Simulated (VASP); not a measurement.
Input of a VASP 6.6.1 run:

The input INCAR:

```
SYSTEM = TiCo
PREC = Accurate
ENCUT = 520
EDIFF = 1E-6
ISMEAR = 0
SIGMA = 0.1
LREAL = .False.
LASPH = .True.
NELM = 150
ALGO = Fast
ISIF = 2
LWAVE = .False.
LCHARG = .False.
ISPIN = 2
MAGMOM = 0 0.75
LORBIT = 11
LMAXMIX = 4
GGA = PS
NBANDS = 22
```

The input KPOINTS:

```
Automatic mesh
0
Gamma
  14 14 14
  0 0 0
```

File POSCAR:

```
TiCo
1.0
    3.0333627620      0.0000000000      0.0000000000
    0.0000000000      3.0333627620      0.0000000000
    0.0000000000      0.0000000000      3.0333627620
Ti Co
1 1
Direct
    0.0000000000      0.0000000000      0.0000000000
    0.5000000000      0.5000000000      0.5000000000
```

Potentials or basis: VASP PAW PBE potentials, release 64 (Ti_sv, Co).

The run is started by

```bash
$ cat potpaw_PBE.64/Ti_sv/POTCAR potpaw_PBE.64/Co/POTCAR > POTCAR
$ mpirun -np 1 vasp_std > vasp.out
```

(1) What does it give for the site moments?

(2) Predict the pressure.

(3) Estimate the net moment.

Results:

(1) Ti -0.05; Co +0.98 μB.

(2) -14.1 GPa.

(3) 0.89 μB per cell.

Caveat: the PAW data sets were made with another functional, which shifts forces and pressure a little.
